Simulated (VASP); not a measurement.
A run of VASP 6.6.1 is set up as follows.

Contents of INCAR:

```
PREC = Accurate
ENCUT = 520
EDIFF = 1E-6
ISMEAR = 0
SIGMA = 0.1
LREAL = F
LASPH = T
NELM = 80
ALGO = Normal
ISIF = 2
LWAVE = F
LCHARG = F
LDIPOL = T
IDIPOL = 3
DIPOL = 0.5 0.5 0.302
GGA = PS
NBANDS = 30
```

The input KPOINTS:

```
Automatic mesh
0
Gamma
  5 5 1
```

POSCAR

```
Al12H
1.0
    5.6788540124      0.0000000000      0.0000000000
    0.0000000000      5.6788540124      0.0000000000
    0.0000000000      0.0000000000     21.1413451746
Al H
12 1
Direct
    0.2500000000      0.2500000000      0.1892027195
    0.2500000000      0.7500000000      0.1892027195
    0.7500000000      0.2500000000      0.1892027195
    0.7500000000      0.7500000000      0.1892027195
    0.0000000000      0.0000000000      0.2870821533
    0.0000000000      0.5000000000      0.2870821533
    0.5000000000      0.0000000000      0.2870821533
    0.5000000000      0.5000000000      0.2870821533
    0.2500000000      0.2500000000      0.3850911618
    0.2500000000      0.7500000000      0.3850911618
    0.7500000000      0.2500000000      0.3850911618
    0.7500000000      0.7500000000      0.3850911618
    0.4166666667      0.4166666667      0.4830035691
```

Potentials or basis: VASP PAW PBE potentials, release 64 (Al, H).

Run with:

```sh
$ cat potpaw_PBE.64/Al/POTCAR potpaw_PBE.64/H/POTCAR > POTCAR
$ mpirun -np 1 vasp_std > vasp.out
```

Estimate the largest force.

1.591 eV/Å.

Predict the band gap on the k mesh.

zero (an odd number of electrons rules out a gap without spin polarisation).

Forces in eV/Å, atoms in the order of the input:
```
Al  -0.003 -0.003  0.063
Al  -0.081 -0.025  0.017
Al  -0.025 -0.081  0.017
Al   0.066  0.066 -0.082
Al  -0.080 -0.080 -0.057
Al   0.042  0.065  0.019
Al   0.065  0.042  0.019
Al  -0.007 -0.007  0.161
Al   0.225  0.225  0.906
Al  -0.048  0.041  0.194
Al   0.041 -0.048  0.194
Al   0.119  0.119  0.076
H   -0.315 -0.315 -1.527
```

Caveat: the PAW data sets were made with another functional, which shifts forces and pressure a little.
